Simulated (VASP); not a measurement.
The system is Se.

```
Se
1.0
     4.36620    0.00000    0.00000
    -2.18310    3.78124    0.00000
     0.00000    0.00000    4.95360
Se
3
Direct
  0.22540 0.00000 0.33333
  0.00000 0.22540 0.66667
  0.77460 0.77460 0.00000
```

- Program: VASP 6.6.1
- Task: relaxation of cell and atoms
- Functional: PBEsol
- Potentials or basis: VASP PAW PBE potentials, release 64 (Se)
- Cutoff: 600 eV
- k mesh: 5 × 5 × 4
- Occupations: fermi-dirac, width 0.05 eV
- Spin: no spin polarisation

At the start: pressure 0.4 GPa; volume 27.26 Å³/atom.

Where does the relaxation end?

Over 13 steps the energy falls by 24.8 meV/atom and the volume is 24.13 Å³/atom (-11.5 %); space group P3_121 (No. 152, to 0.05 Å).

Step by step:
```tsv
step	energy change (eV)	largest force (eV/Å)	pressure (GPa)	volume (Å³)
1	0.0000	0.3359	0.37	81.78
2	-0.0100	0.0126	-1.34	82.52
3	-0.0103	0.0377	-1.09	82.41
4	-0.0242	0.0445	-0.98	80.94
5	-0.0582	0.0831	-0.35	76.60
6	-0.0460	0.1879	2.89	68.18
7	-0.0696	0.1496	0.65	73.40
8	-0.0701	0.1594	0.97	72.41
9	-0.0740	0.0176	0.02	71.95
10	-0.0742	0.0136	0.20	72.04
11	-0.0742	0.0108	0.17	72.03
12	-0.0744	0.0058	0.08	72.27
13	-0.0744	0.0029	0.04	72.39
```

Final structure:
```cif
data_structure
_symmetry_space_group_name_H-M 'P 1'
_symmetry_Int_Tables_number 1
_cell_length_a 4.0356
_cell_length_b 4.0356
_cell_length_c 5.1323
_cell_angle_alpha 90.000
_cell_angle_beta 90.000
_cell_angle_gamma 120.000
_cell_volume 72.39
loop_
_atom_site_label
_atom_site_type_symbol
_atom_site_fract_x
_atom_site_fract_y
_atom_site_fract_z
_atom_site_occupancy
Se1 Se 0.24902 0.00000 0.33333 1
Se2 Se 0.00000 0.24902 0.66667 1
Se3 Se 0.75098 0.75098 0.00000 1
```

Caveat: the PAW data sets were made with another functional, which shifts forces and pressure a little; the volume moved by -11 % from the deposited cell, more than functionals usually miss.
